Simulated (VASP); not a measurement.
# K2S (Fm-3m) in VASP: further runs

K2S is run at these levels: LDA; tasks: single point, relaxation of cell and atoms.

All numbers are computed with VASP 6.6.1; they aren't measurements. Logs are shortened: lines on timing, memory, paths and dates and some standing lists are left out, and cuts for length are marked.

### 1 The cell of the first run

Symmetry: Fm-3m, No. 225, cubic system. The conventional cell has a = 7.191 Å, b = 7.191 Å, c = 7.191 Å, α = 90.00°, β = 90.00°, γ = 90.00°. Within 4.1 Å of K (site symmetry -43m) lie 4 S at 3.11 Å and 6 K at 3.60 Å. Within 4.1 Å of S (site symmetry m-3m) lie 8 K at 3.11 Å.

### 2 Single point, LDA

Contents of INCAR:

```
SYSTEM = K2S
PREC = Accurate
ENCUT = 500
EDIFF = 1E-6
ISMEAR = 0
SIGMA = 0.02
LREAL = .FALSE.
LASPH = .TRUE.
NELM = 120
ALGO = Normal
ISIF = 2
LWAVE = .FALSE.
LCHARG = .FALSE.
GGA = CA
NBANDS = 19
GGA_COMPAT = .FALSE.
```

Contents of KPOINTS:

```
regular mesh
0
G
  8 8 8
  0 0 0
```

Contents of POSCAR:

```
K2S
1.0
    0.0000000000      3.5952798756      3.5952798756
    3.5952798756      0.0000000000      3.5952798756
    3.5952798756      3.5952798756      0.0000000000
K S
2 1
Direct
    0.7500000000      0.7500000000      0.7500000000
    0.2500000000      0.2500000000      0.2500000000
    0.0000000000      0.0000000000      0.0000000000
```

Potentials or basis: VASP PAW LDA potentials, release 64 (K_sv, S).

On the command line:

```bash
$ cat potpaw_LDA.64/K_sv/POTCAR potpaw_LDA.64/S/POTCAR > POTCAR
$ mpirun -np 1 vasp_std > vasp.out
```

OUTCAR:

```text
SYSTEM = K2S
   PREC = Accurate
   ENCUT = 500
   EDIFF = 1E-6
   ISMEAR = 0
   LREAL = .FALSE.
   LASPH = .TRUE.
   NELM = 120
   ISIF = 2
   GGA = CA

 ion  position               nearest neighbor table
   1  0.750  0.750  0.750-   3 3.11   3 3.11   3 3.11   3 3.11   2 3.60   2 3.60   2 3.60   2 3.60
                             2 3.60   2 3.60
   2  0.250  0.250  0.250-   3 3.11   3 3.11   3 3.11   3 3.11   1 3.60   1 3.60   1 3.60   1 3.60
                             1 3.60   1 3.60
   3  0.000  0.000  0.000-   1 3.11   1 3.11   1 3.11   1 3.11   2 3.11   2 3.11   2 3.11   2 3.11

  LATTYP: Found a face centered cubic cell.
 ALAT       =     7.1905597512

  Lattice vectors:

 A1 = (   0.0000000000,   3.5952798756,   3.5952798756)
 A2 = (   3.5952798756,   0.0000000000,   3.5952798756)
 A3 = (   3.5952798756,   3.5952798756,   0.0000000000)

Analysis of symmetry for initial positions (statically):
=====================================================================
 Subroutine PRICEL returns:
 Original cell was already a primitive cell.

 Routine SETGRP: Setting up the symmetry group for a
 face centered cubic supercell.

 Subroutine GETGRP returns: Found 48 space group operations
 (whereof 48 operations were pure point group operations)
 out of a pool of 48 trial point group operations.

The static configuration has the point symmetry O_h .

Analysis of symmetry for dynamics (positions and initial velocities):
=====================================================================
 Subroutine PRICEL returns:
 Original cell was already a primitive cell.

 Routine SETGRP: Setting up the symmetry group for a
 face centered cubic supercell.

 Subroutine GETGRP returns: Found 48 space group operations
 (whereof 48 operations were pure point group operations)
 out of a pool of 48 trial point group operations.

The dynamic configuration has the point symmetry O_h .

 Subroutine INISYM returns: Found 48 space group operations
 (whereof 48 operations are pure point group operations),
 and found     1 'primitive' translations

----------------------------------------------------------------------------------------

                                     Primitive cell

  volume of cell :      92.9454

  direct lattice vectors                    reciprocal lattice vectors
     0.000000000  3.595279876  3.595279876    -0.139071232  0.139071232  0.139071232
     3.595279876  0.000000000  3.595279876     0.139071232 -0.139071232  0.139071232
     3.595279876  3.595279876  0.000000000     0.139071232  0.139071232 -0.139071232

[... 86 lines left out ...]
   LREAL  =      F    real-space projection
   EDIFFG = 0.1E-04   stopping-criterion for IOM
   NSW    =      0    number of steps for IOM
   IBRION =     -1    ionic relax: 0-MD 1-quasi-New 2-CG
   NFREE  =      0    steps in history (QN), initial steepest desc. (CG)
   ISIF   =      2    stress and relaxation
   ISYM   =      2    0-nonsym 1-usesym 2-fastsym
   POTIM  = 0.5000    time-step for ionic-motion
   TEBEG  =    0.0;   TEEND  =   0.0 temperature during run
   PSTRESS=    0.0 pullay stress
   NELECT =      24.0000    total number of electrons
   NUPDOWN=      -1.0000    fix difference up-down
   EMIN   =  10.00;   EMAX   =-10.00  energy-range for DOS
   EFERMI =   0.00;   METHOD = LEGACY
   ISMEAR =     0;   SIGMA  =   0.02  broadening in eV -4-tet -1-fermi 0-gaus
   EFERMI_NEDOS =   21; number of points for ismear=-14 and -15
   IALGO  =     38    algorithm
   IMIX   =      4    mixing-type and parameters
     AMIX     =   0.40;   BMIX     =  1.00
     AMIX_MAG =   1.60;   BMIX_MAG =  1.00
  volume/ion in A,a.u.               =      30.98       209.08
  Fermi-wavevector in a.u.,A,eV,Ry     =   1.042484  1.970008 14.786430  1.086772
  Thomas-Fermi vector in A             =   2.177151
   LORBIT       =      0    0 simple, 1 ext, 2 COOP (PROOUT), +10 PAW based schemes
   GGA     = CA    functional components
   LHFCALC =     F    Hartree Fock is set to
   AEXX    =    0.0000 exact exchange contribution
   IVDW    =     0    specifies the selected vdW correction
   LEPSILON=     F    determine dielectric tensor
   LRPA    =     F    only Hartree local field effects (RPA)
 non-spin polarized calculation
 Gauss-broadening in eV      SIGMA  =   0.02
  energy-cutoff  :      500.00
  volume of cell :       92.95
 maximum number of plane-waves:      2397
 NGX is ok and might be reduce to    40
   NGX = 19   NGY = 19   NGZ = 19

 number of electron      24.0000003 magnetization

 Free energy of the ion-electron system (eV)
  ---------------------------------------------------
  ext. energy  EPLUGINS =         0.00000000
  ---------------------------------------------------
  free energy    TOTEN  =       -10.40671204 eV

  energy without entropy =      -10.40671204  energy(sigma->0) =      -10.40671204

 E-fermi :  -0.1615     XC(G=0):  -8.1535

 val. band max:       -0.3000317077   @ k =   0.5000   0.5000   0.0000
 cond. band min:       2.0162282740   @ k =   0.0000   0.0000   0.0000
 fundamental gap:      2.3162599816
 Fermi energy:        -0.1615338628

 k-point     1 :       0.0000    0.0000    0.0000
  band No.  band energies     occupation
      1     -28.9751      2.00000
      2     -28.8495      2.00000
      3     -12.8442      2.00000
      4     -12.8442      2.00000
      5     -12.8442      2.00000
      6     -12.5234      2.00000
[... 505 lines left out ...]
      6     -12.7111      2.00000
[... 11 lines left out ...]
     18       7.0128      0.00000
     19       7.9545      0.00000

 [... further k-points ...]

------------------------ aborting loop because EDIFF is reached ----------------------------------------

  FORCE on cell =-STRESS in cart. coord.  units (eV):
  Direction    XX          YY          ZZ          XY          YZ          ZX
  --------------------------------------------------------------------------------------
  -------------------------------------------------------------------------------------
  Total        0.0461417      0.0461417      0.0461417     -0.0000000      0.0000000      0.0000000
  in kB        0.7953833      0.7953833      0.7953833     -0.0000000      0.0000000      0.0000000
  external PRESSURE =       0.7953833 kB  Pullay stress =       0.0000000 kB

 VOLUME and BASIS-vectors are now :
 -----------------------------------------------------------------------------
  energy-cutoff  :      500.00
  volume of cell :       92.95
      direct lattice vectors                 reciprocal lattice vectors
     0.000000000  3.595279876  3.595279876    -0.139071232  0.139071232  0.139071232
     3.595279876  0.000000000  3.595279876     0.139071232 -0.139071232  0.139071232
     3.595279876  3.595279876  0.000000000     0.139071232  0.139071232 -0.139071232

 POSITION                                       TOTAL-FORCE (eV/Angst)
 -----------------------------------------------------------------------------------
      5.39292      5.39292      5.39292         0.000000      0.000000      0.000000
      1.79764      1.79764      1.79764        -0.000000     -0.000000     -0.000000
      0.00000      0.00000      0.00000        -0.000000     -0.000000     -0.000000
 -----------------------------------------------------------------------------------
    total drift:                               -0.000000     -0.000000      0.000000

  FREE ENERGIE OF THE ION-ELECTRON SYSTEM (eV)
  ---------------------------------------------------
  free  energy   TOTEN  =       -10.4067120442 eV

  energy  without entropy=      -10.4067120442  energy(sigma->0) =      -10.40671204
```

stdout:

```text
POSCAR found type information on POSCAR K S
 POSCAR found :  2 types and       3 ions
 scaLAPACK will be used
 LDA part: xc-table for (Slater(with rela. corr.)+CA(PZ))
 , standard interpolation
 POSCAR, INCAR and KPOINTS ok, starting setup
 FFT: planning ... GRIDC
 FFT: planning ... GRID_SOFT
 FFT: planning ... GRID
 WAVECAR not read
 entering main loop
```

Wall time 48 s (1 thread of AMD EPYC 7R13 (Zen 3), shared host); peak memory 0.18 GiB.

What came out:

| Property | Result |
| --- | --- |
| Free energy | -10.4067 eV |
| Pressure | 0.1 GPa |
| Band gap on the k mesh | 2.32 eV (least direct gap 2.62 eV) |

Levels at points of the mesh, in eV from the valence-band top:
```tsv
k point	band 10	band 11	band 12	band 13	band 14	band 15
(0.00, 0.00, 0.00)	-0.30	-0.30	-0.30	2.32	5.25	5.25
(0.50, 0.00, 0.00)	-0.72	-0.12	-0.12	4.65	5.15	5.73
(0.50, 0.50, 0.00)	-0.90	0.00	0.00	3.29	5.20	6.48
```

A k mesh can miss the band edges.

### 3 Relaxation of cell and atoms, LDA

This run uses another cell than the first one, of 33.96 Å³/atom.

Contents of INCAR:

```
PREC = Accurate
ENCUT = 500
EDIFF = 1E-7
ISMEAR = 0
SIGMA = 0.02
LREAL = False
LASPH = True
NELM = 120
ALGO = Normal
ISIF = 3
LWAVE = False
LCHARG = False
IBRION = 2
NSW = 100
EDIFFG = -0.002
GGA_COMPAT = False
NELMIN = 4
```

Contents of KPOINTS:

```
regular mesh
0
Gamma
  6 6 6
```

Contents of POSCAR:

```
K2S
1.0
    0.0000000000      3.7069394600      3.7069394600
    3.7069394600      0.0000000000      3.7069394600
    3.7069394600      3.7069394600      0.0000000000
K S
2 1
Direct
    0.7500000000      0.7500000000      0.7500000000
    0.2500000000      0.2500000000      0.2500000000
    0.0000000000      0.0000000000      0.0000000000
```

Potentials or basis: VASP PAW LDA potentials, release 64 (K_sv, S).

On the command line:

```bash
$ cat potpaw_LDA.64/K_sv/POTCAR potpaw_LDA.64/S/POTCAR > POTCAR
$ mpirun -np 1 vasp_std > vasp.out
```

OUTCAR:

```text
PREC = Accurate
   ENCUT = 500
   EDIFF = 1E-7
   ISMEAR = 0
   LREAL = False
   LASPH = True
   NELM = 120
   ISIF = 3
   IBRION = 2
   NSW = 100
   EDIFFG = -0.002
   NELMIN = 4

 ion  position               nearest neighbor table
   1  0.750  0.750  0.750-   3 3.21   3 3.21   3 3.21   3 3.21   2 3.71   2 3.71   2 3.71   2 3.71
                             2 3.71   2 3.71
   2  0.250  0.250  0.250-   3 3.21   3 3.21   3 3.21   3 3.21   1 3.71   1 3.71   1 3.71   1 3.71
                             1 3.71   1 3.71
   3  0.000  0.000  0.000-   1 3.21   1 3.21   1 3.21   1 3.21   2 3.21   2 3.21   2 3.21   2 3.21

  LATTYP: Found a face centered cubic cell.
 ALAT       =     7.4138789200

  Lattice vectors:

[... 179 lines left out ...]
  --------------------------------------------------------------------------------------
  -------------------------------------------------------------------------------------
  Total       -1.0938947     -1.0938947     -1.0938947     -0.0000000     -0.0000000     -0.0000000
  in kB      -17.2032156    -17.2032156    -17.2032156     -0.0000000     -0.0000000     -0.0000000
  external PRESSURE =     -17.2032156 kB  Pullay stress =       0.0000000 kB
[... 98 lines left out ...]
--------------------------------------- Ionic step        4  -------------------------------------------

 number of electron      24.0000003 magnetization

 Free energy of the ion-electron system (eV)
  ---------------------------------------------------
  ext. energy  EPLUGINS =         0.00000000
  ---------------------------------------------------
  free energy    TOTEN  =       -10.40857271 eV

  energy without entropy =      -10.40857271  energy(sigma->0) =      -10.40857271

 E-fermi :  -0.2040     XC(G=0):  -8.1399

 val. band max:       -0.3137240751   @ k =   0.5000   0.5000   0.0000
 cond. band min:       1.9949032038   @ k =   0.0000   0.0000   0.0000
 fundamental gap:      2.3086272789
 Fermi energy:        -0.2040225103

 k-point     1 :       0.0000    0.0000    0.0000
  band No.  band energies     occupation
      1     -28.9933      2.00000
      2     -28.8694      2.00000
      3     -12.8614      2.00000
      4     -12.8614      2.00000
      5     -12.8614      2.00000
      6     -12.5435      2.00000
[... 323 lines left out ...]
  FREE ENERGIE OF THE ION-ELECTRON SYSTEM (eV)
  ---------------------------------------------------
  free  energy   TOTEN  =       -10.4085727055 eV

  energy  without entropy=      -10.4085727055  energy(sigma->0) =      -10.40857271

 reached required accuracy - stopping structural energy minimisation
```

OSZICAR:

```text
N       E                     dE             d eps       ncg     rms          rms(c)
DAV:   1     0.159803554119E+03    0.15980E+03   -0.10761E+04   512   0.126E+03
DAV:   2     0.327191939627E+01   -0.15653E+03   -0.15387E+03   560   0.358E+02
DAV:   3    -0.114129631978E+02   -0.14685E+02   -0.14664E+02   944   0.851E+01
[... 40 lines left out ...]
DAV:   2    -0.104087412315E+02    0.60955E-03   -0.20152E-03   752   0.414E-01    0.780E-02
DAV:   3    -0.104085653109E+02    0.17592E-03   -0.53919E-04   928   0.205E-01    0.690E-02
DAV:   4    -0.104085708869E+02   -0.55760E-05   -0.32974E-05   784   0.310E-02    0.302E-02
DAV:   5    -0.104085727720E+02   -0.18851E-05   -0.31890E-05   960   0.309E-02    0.678E-03
DAV:   6    -0.104085727055E+02    0.66513E-07   -0.53171E-07   632   0.550E-03
   4 F= -.10408573E+02 E0= -.10408573E+02  d E =-.500047E-01
```

CONTCAR:

```text
K2S
   1.00000000000000
    -0.0000000000000000    3.5993921677775229    3.5993921677775229
     3.5993921677775229    0.0000000000000000    3.5993921677775229
     3.5993921677775229    3.5993921677775229    0.0000000000000000
  K               S
     2     1
Direct
     0.7500000000000000    0.7500000000000000    0.7500000000000000
     0.2500000000000000    0.2500000000000000    0.2500000000000000
     1.0000000000000000    0.0000000000000000    0.0000000000000000

  0.00000000E+00  0.00000000E+00  0.00000000E+00
  0.00000000E+00  0.00000000E+00  0.00000000E+00
  0.00000000E+00  0.00000000E+00  0.00000000E+00
```

Run time: 77 s. Hardware: 1 thread of AMD EPYC 7R13 (Zen 3), shared host; peak memory 0.18 GiB.

Results:

| Quantity | Value |
| --- | --- |
| Free energy | -10.4086 eV |
| Relaxed volume | 31.09 Å³/atom |
| Relaxed cell | a = 5.090 Å, b = 5.090 Å, c = 5.090 Å, α = 60.00°, β = 60.00°, γ = 60.00° |
| Space group after relaxing (to 0.1 Å) | Fm-3m (No. 225) |
| Energy gained by relaxing | 16.7 meV/atom |
| Ionic steps | 4 |
| Pressure after relaxing | 0.0 GPa |
| Band gap on the k mesh | 2.31 eV (least direct gap 2.61 eV) |

The path:
| step | energy change (eV) | largest force (eV/Å) | pressure (GPa) | volume (Å³) |
| --- | --- | --- | --- | --- |
| 1 | 0.0000 | 0.0000 | -1.72 | 101.88 |
| 2 | -0.0418 | 0.0000 | -0.77 | 96.59 |
| 3 | -0.0500 | 0.0000 | -0.05 | 93.48 |
| 4 | -0.0500 | 0.0000 | 0.01 | 93.26 |

Final structure:
```
K S
1.0
     0.00000    3.59939    3.59939
     3.59939    0.00000    3.59939
     3.59939    3.59939    0.00000
K S
2 1
Direct
  0.75000 0.75000 0.75000
  0.25000 0.25000 0.25000
  0.00000 0.00000 0.00000
```

A k mesh can miss the band edges.

### 4 Relaxation of cell and atoms, LDA

Contents of INCAR:

```
SYSTEM = K2S
  PREC = Accurate
  ENCUT = 500
  EDIFF = 1E-7
  ISMEAR = 0
  SIGMA = 0.02
  LREAL = .FALSE.
  LASPH = .TRUE.
  NELM = 120
  ALGO = Normal
  ISIF = 3
  LWAVE = .FALSE.
  LCHARG = .FALSE.
  GGA = CA
  IBRION = 2
  NSW = 100
  EDIFFG = -0.002
  GGA_COMPAT = .FALSE.
  NELMIN = 4
```

Contents of KPOINTS:

```
Automatic mesh
0
G
  8 8 8
  0 0 0
```

Contents of POSCAR:

```
K2S
1.0
    0.0000000000      3.5952798756      3.5952798756
    3.5952798756      0.0000000000      3.5952798756
    3.5952798756      3.5952798756      0.0000000000
K S
2 1
Direct
    0.7500000000      0.7500000000      0.7500000000
    0.2500000000      0.2500000000      0.2500000000
    0.0000000000      0.0000000000      0.0000000000
```

On the command line:

```bash
$ cat potpaw_LDA.64/K_sv/POTCAR potpaw_LDA.64/S/POTCAR > POTCAR
$ mpirun -np 1 vasp_std > vasp.out
```

It took 1.9 min on 1 thread of AMD EPYC 7R13 (Zen 3), shared host; peak memory 0.19 GiB.

Results (log left out):

```yaml
Free_energy: -10.4068 eV
Relaxed_volume: 31.08 Å³/atom
Relaxed_cell: a = 5.090 Å, b = 5.090 Å, c = 5.090 Å, α = 60.00°, β = 60.00°, γ = 60.00°
Space_group_after_relaxing_to_0.1_Å: Fm-3m (No. 225)
Energy_gained_by_relaxing: 0.0 meV/atom
Ionic_steps: 5
Pressure_after_relaxing: 0.0 GPa
Band_gap_on_the_k_mesh: 2.31 eV (least direct gap 2.61 eV)
```

Final structure:
```
CELL_PARAMETERS angstrom
0.00000 3.59913 3.59913
3.59913 0.00000 3.59913
3.59913 3.59913 0.00000
ATOMIC_POSITIONS crystal
K 0.75000 0.75000 0.75000
K 0.25000 0.25000 0.25000
S 0.00000 0.00000 0.00000
```

Levels at points of the mesh, in eV from the valence-band top:
```csv
k point,band 10,band 11,band 12,band 13,band 14,band 15
"(0.00, 0.00, 0.00)",-0.30,-0.30,-0.30,2.31,5.26,5.26
"(0.50, 0.00, 0.00)",-0.71,-0.11,-0.11,4.64,5.14,5.72
"(0.50, 0.50, 0.00)",-0.90,0.00,0.00,3.29,5.19,6.48
```

### 5 The runs side by side

```tsv
task	cell	k mesh	gap on the mesh (eV)	pressure (GPa)	relaxed volume (Å³/atom)
single point	a = 5.084 Å, angles 60.0°, 3 atoms	8 × 8 × 8	2.32	0.1	-
relaxation of cell and atoms	relaxed from a = 5.242 Å, angles 60.0°, 3 atoms	6 × 6 × 6	2.31	0.0	31.09
relaxation of cell and atoms	relaxed from a = 5.084 Å, angles 60.0°, 3 atoms	8 × 8 × 8	2.31	0.0	31.08
```

Alike in all rows: level LDA; potentials or basis VASP PAW LDA potentials, release 64 (K_sv, S); no spin polarisation; cutoff (eV) 500; smearing gaussian 0.02 eV.

Total energies depend on the potentials used, so only differences within one code and one set of settings carry meaning.
